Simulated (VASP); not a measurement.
Runs of VASP 6.6.1 on Mg3Si. The structure is that of space group I4/mmm (No. 139), or close to it. The cells are those of the table. The cell was generated, and may not be a known phase.

```tsv
task	cell	k mesh	cutoff (eV)	gap on the mesh (eV)	pressure (GPa)	relaxed volume (Å³/atom)
single point	a = 4.755 Å, angles 115.1, 115.1, 98.7°, 4 atoms	6 × 6 × 6	520	none	-0.1	-
relaxation of cell and atoms	relaxed from a = 4.755 Å, angles 115.1, 115.1, 98.7°, 4 atoms	14 × 14 × 14	600	none	0.0	20.19
relaxation of cell and atoms	relaxed from a = 4.394 Å, angles 109.9, 109.9, 108.6°, 4 atoms	6 × 6 × 6	600	none	0.0	20.13
single point	a = 4.394 Å, angles 109.9, 109.9, 108.6°, 4 atoms	6 × 6 × 6	520	none	(a)	-
single point	a = 4.760 Å, angles 114.9, 114.9, 99.1°, 4 atoms	14 × 14 × 14	520	none	-0.1	-
```

Alike in all rows: level PBE; potentials or basis VASP PAW PBE potentials, release 64 (Mg, Si); no spin polarisation; smearing gaussian 0.1 eV.

Task: Fill in the values left out.

Result: (a) 18.2.

Caveats: the volume moved by over 15 % at a fixed basis, so the end points are rough (at least some runs); the stress differs along the axes, from 11 to 33 GPa (at least some runs).

A gap of «none» marks levels without a gap at the run's occupations.
